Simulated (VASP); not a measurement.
C, 4 atoms in the cell. The cell holds a slab with vacuum, 4 atoms: a = 2.456 Å, b = 2.456 Å, c = 24.134 Å, α = 90.00°, β = 90.00°, γ = 120.00°. 

```yaml
Program: VASP 6.6.1
Task: single point
Functional: PBEsol
Potentials_or_basis: VASP PAW PBE potentials, release 64 (C)
Cutoff: 600 eV
k_mesh: 12 × 12 × 1
Occupations: methfessel-paxton, width 0.15 eV
Spin: no spin polarisation
Dipole_correction: no
Further_INCAR_settings: ALGO = Normal; EDIFF = 1e-06; NBANDS = 16
```

Potentials or basis: VASP PAW PBE potentials, release 64 (C).

Run with:

```sh
$ cat potpaw_PBE.64/C/POTCAR > POTCAR
$ mpirun -np 1 vasp_std > vasp.out
```

Hardware: 1 thread of Intel(R) Xeon(R) Platinum 8488C (Sapphire Rapids), with other jobs on the host.

Q: Estimate the wall time of this run.

A: Run time: 57 s on 1 thread of Intel(R) Xeon(R) Platinum 8488C (Sapphire Rapids), with other jobs on the host, peak memory 0.27 GiB. Counts: scf iterations 20, k points 19.
